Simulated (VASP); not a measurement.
Wanted: the native input for a VASP 6.6.1 run.

* Task: electric field gradients
* Functional: LDA
* Potentials or basis: VASP PAW LDA potentials, release 64 (La, Te)
* Cutoff: 520 eV
* k mesh: 10 × 10 × 10
* Occupations: fermi-dirac, width 0.08 eV
* Spin: no spin polarisation
* Dipole correction: no
* Further INCAR settings: ALGO = Normal; EDIFF = 1e-08; NBANDS = 16

The structure of LaTe lies in POSCAR:

```
LaTe
1.0
    0.0642200000      3.2431100000      3.2431100000
    3.2431100000      0.0642200000      3.2431100000
    3.2431100000      3.2431100000      0.0642200000
La Te
1 1
Direct
    0.0000000000      0.0000000000      0.0000000000
    0.5000000000      0.5000000000      0.5000000000
```

This cell differs from its parent crystal: equal xy, yz and zx shear strains of +2 %.

These files were run (other wordings do the same):

INCAR

```
ALGO = Normal
EDIFF = 1E-8
ENCUT = 520
ISIF = 2
ISMEAR = -1
LASPH = T
LCHARG = F
LEFG = T
LREAL = F
LWAVE = F
NBANDS = 16
NELM = 80
PREC = Accurate
SIGMA = 0.08
```

KPOINTS

```
k-points
0
Gamma
  10 10 10
```

Potentials or basis: VASP PAW LDA potentials, release 64 (La, Te).

Launch:

```sh
$ cat potpaw_LDA.64/La/POTCAR potpaw_LDA.64/Te/POTCAR > POTCAR
$ mpirun -np 1 vasp_std > vasp.out
```

Results of the run:

```
Pressure                                : -2.1 GPa
Band gap on the k mesh                  : zero (an odd number of electrons rules out a gap without spin polarisation)
Largest electric field gradient by atom : La -3.6; Te +6.4 V/Å²
```

Caveat: the cell differs from its parent crystal (equal xy, yz and zx shear strains of +2 %); without QUAD_EFG the Cq values of the log hold for a quadrupole moment of 1 mb, not for the nuclei; spin-orbit coupling is left out, which moves the levels of the heavy elements.

Run time: 2.5 min on 1 thread of Intel(R) Xeon(R) Platinum 8259CL CPU @ 2.50GHz (Skylake/Cascade Lake) (shared host), peak memory 0.29 GiB.
